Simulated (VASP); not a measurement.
Here is a VASP 6.6.1 calculation.

The input INCAR:

```
ALGO = Normal
EDIFF = 1E-7
ENCUT = 520
GGA = PE
ISIF = 2
ISMEAR = 0
LASPH = T
LCHARG = T
LELF = T
LREAL = F
LVHAR = T
LWAVE = F
NBANDS = 34
NELM = 80
PREC = Accurate
SIGMA = 0.1
```

The input KPOINTS:

```
k-points
0
Gamma
  10 10 10
```

The input POSCAR:

```
CoGe3
1.0
    3.9922210234      0.0000000000      0.0000000000
    0.0000000000      3.9922210234      0.0000000000
    0.0000000000      0.0000000000      3.9922210234
Ge Co
3 1
Direct
    0.0000000000      0.5000000000      0.5000000000
    0.5000000000      0.0000000000      0.5000000000
    0.5000000000      0.5000000000      0.0000000000
    0.0000000000      0.0000000000      0.0000000000
```

Potentials or basis: VASP PAW PBE potentials, release 64 (Ge_d, Co).

Launch:

```bash
$ cat potpaw_PBE.64/Ge_d/POTCAR potpaw_PBE.64/Co/POTCAR > POTCAR
$ mpirun -np 1 vasp_std > vasp.out
```

Question: Predict the band gap on the k mesh.

Answer: Zero (an odd number of electrons rules out a gap without spin polarisation).

Question: Estimate the pressure.

Answer: 0.1 GPa.

Caveat: the run has no spin polarisation, though such a crystal can be magnetic. Spin polarisation is off, so any magnetic state and its effect on volume and gap are missing.
